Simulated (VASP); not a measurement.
Wanted: the native input for a VASP 6.6.1 run.

```yaml
Task: single point
Functional: r2SCAN
Potentials_or_basis: VASP PAW PBE potentials, release 64 (Ni, Ge_d)
Cutoff: 520 eV
k_mesh: 14 × 14 × 14
Occupations: gaussian, width 0.1 eV
Spin: no spin polarisation
Dipole_correction: no
Further_INCAR_settings: ALGO = Normal; EDIFF = 1e-06; NBANDS = 30
```

Crystal: Ni3Ge.

```xyz
4
Lattice="3.4796 0.0000 0.0000 0.0000 3.5459 0.0000 0.0000 0.0000 3.5459" Properties=species:S:1:pos:R:3 pbc="T T T"
Ni    1.7398    0.0000    1.7729
Ni    0.0000    1.7729    1.7729
Ni    1.7398    1.7729    0.0000
Ge    0.0000    0.0000    0.0000
```

This cell differs from its parent crystal: uniaxial strain along a: -1.5 %.

One way to write it, as run:

POSCAR

```
Ni3Ge
1.0
    3.4796276401      0.0000000000      0.0000000000
    0.0000000000      3.5458642069      0.0000000000
    0.0000000000      0.0000000000      3.5458642069
Ni Ge
3 1
Direct
    0.5000000000      0.0000000000      0.5000000000
    0.0000000000      0.5000000000      0.5000000000
    0.5000000000      0.5000000000      0.0000000000
    0.0000000000      0.0000000000      0.0000000000
```

INCAR.step1

```
PREC     = Accurate       # precision mode
ENCUT    = 520            # plane-wave cutoff, eV
ISMEAR   = 0              # smearing method
SIGMA    = 0.1            # smearing width, eV
LREAL    = False          # projectors in reciprocal space
LASPH    = True           # aspherical terms in the spheres
NELM     = 100            # most SCF steps
NBANDS   = 30             # bands
GGA      = PE             # functional
ALGO     = Normal         # electronic algorithm
EDIFF    = 1E-4           # SCF threshold, eV
LWAVE    = True           # write WAVECAR
LCHARG   = False          # write CHGCAR
```

INCAR.step2

```
PREC     = Accurate       # precision mode
ENCUT    = 520            # plane-wave cutoff, eV
EDIFF    = 1E-6           # SCF threshold, eV
ISMEAR   = 0              # smearing method
SIGMA    = 0.1            # smearing width, eV
LREAL    = False          # projectors in reciprocal space
LASPH    = True           # aspherical terms in the spheres
NELM     = 100            # most SCF steps
ALGO     = Normal         # electronic algorithm
ISIF     = 2              # what is computed and relaxed
LWAVE    = False          # write WAVECAR
LCHARG   = False          # write CHGCAR
METAGGA  = R2SCAN         # meta-GGA
LMIXTAU  = True         
NBANDS   = 30             # bands
ISTART   = 1
```

KPOINTS

```
regular mesh
0
Gamma
  14 14 14
```

Potentials or basis: VASP PAW PBE potentials, release 64 (Ni, Ge_d).

The run is started by

```console
$ cat potpaw_PBE.64/Ni/POTCAR potpaw_PBE.64/Ge_d/POTCAR > POTCAR
$ cp INCAR.step1 INCAR
$ mpirun -np 1 vasp_std > vasp.out
$ cp INCAR.step2 INCAR
$ mpirun -np 1 vasp_std > vasp.out
```

Results of the run:

```json
{"Pressure": "1.9 GPa", "Band gap on the k mesh": "zero (bands 22 and 23 overlap by 0.31 eV)"}
```

Caveat: the cell differs from its parent crystal (uniaxial strain along a: -1.5 %); the PAW data sets were made with another functional, which shifts forces and pressure a little.

Wall time 8.8 min on 1 thread of Intel(R) Xeon(R) 6975P-C (Granite Rapids), on a shared host, peak memory 0.42 GiB.
